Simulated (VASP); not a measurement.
BAs2:

```xyz
3
Lattice="1.4958 0.8636 5.7916 -1.4958 0.8636 5.7916 0.0000 -1.7272 5.7916" Properties=species:S:1:pos:R:3 pbc="T T T"
B     0.0000    0.0000    0.0000
As    0.0000    0.0000   13.0034
As    0.0000    0.0000   10.1626
```

```yaml
Program: VASP 6.6.1
Task: relaxation of cell and atoms
Functional: PBE
Potentials_or_basis: VASP PAW PBE potentials, release 64 (B, As)
Cutoff: 600 eV
k_mesh: 6 × 6 × 6
Occupations: gaussian, width 0.1 eV
Spin: no spin polarisation
```

At the start: pressure 8.1 GPa; volume 14.96 Å³/atom.

Problem. Where does the relaxation end?

Solution. Over 27 steps the energy falls by 206.9 meV/atom and the volume is 17.77 Å³/atom (+18.8 %); space group R3m (No. 160, to 0.1 Å) before and after.

The path:
| step | energy change (eV) | largest force (eV/Å) | pressure (GPa) | volume (Å³) |
| --- | --- | --- | --- | --- |
| 1 | 0.0000 | 0.9075 | 8.05 | 44.89 |
| 2 | -0.4938 | 1.1776 | -1.67 | 49.83 |
| 3 | -0.5384 | 1.2814 | -3.28 | 50.94 |
| 4 | -0.5422 | 0.5928 | -5.37 | 53.17 |
| 5 | -0.5584 | 0.9534 | -4.44 | 52.04 |
| 6 | -0.4003 | 2.2220 | 4.74 | 50.04 |
| 7 | -0.5912 | 0.1680 | -2.29 | 51.44 |
| 8 | -0.5913 | 0.1228 | -2.17 | 51.41 |
| 9 | -0.6074 | 0.0853 | 0.74 | 49.84 |
| 10 | -0.6076 | 0.0898 | 0.40 | 50.02 |
| 11 | -0.6093 | 0.1334 | 0.22 | 50.20 |
| 12 | -0.6115 | 0.2591 | -0.30 | 50.76 |
| 13 | -0.6121 | 0.2412 | -0.26 | 50.80 |
| 14 | -0.6136 | 0.1908 | -0.16 | 50.93 |
| 15 | -0.6156 | 0.0876 | 0.08 | 51.18 |
| 16 | -0.6164 | 0.1718 | 0.60 | 51.68 |
| 17 | -0.6166 | 0.1010 | 0.44 | 51.54 |
| 18 | -0.6174 | 0.0866 | 0.32 | 51.79 |
| 19 | -0.6192 | 0.0524 | -0.04 | 52.54 |
| 20 | -0.6185 | 0.0804 | -0.59 | 54.03 |
| 21 | -0.6197 | 0.0641 | -0.25 | 53.14 |
| 22 | -0.6201 | 0.0597 | -0.14 | 53.14 |
| 23 | -0.6202 | 0.0621 | -0.07 | 53.15 |
| 24 | -0.6204 | 0.0491 | 0.12 | 53.11 |
| 25 | -0.6204 | 0.0539 | 0.19 | 53.10 |
| 26 | -0.6206 | 0.0404 | 0.14 | 53.16 |
| 27 | -0.6208 | 0.0062 | -0.01 | 53.32 |

Final structure:
```cif
data_structure
_symmetry_space_group_name_H-M 'P 1'
_symmetry_Int_Tables_number 1
_cell_length_a 6.2310
_cell_length_b 6.2310
_cell_length_c 6.2310
_cell_angle_alpha 29.923
_cell_angle_beta 29.923
_cell_angle_gamma 29.923
_cell_volume 53.32
loop_
_atom_site_label
_atom_site_type_symbol
_atom_site_fract_x
_atom_site_fract_y
_atom_site_fract_z
_atom_site_occupancy
B1 B 0.00026 0.00026 0.00026 1
As1 As 0.73793 0.73793 0.73793 1
As2 As 0.59511 0.59511 0.59511 1
```

Caveat: the k points lie up to 0.38 Å⁻¹ apart in the final cell, too coarse for converged energies and pressures of a metal; the volume moved by over 15 % at a fixed basis, so the end points are rough.
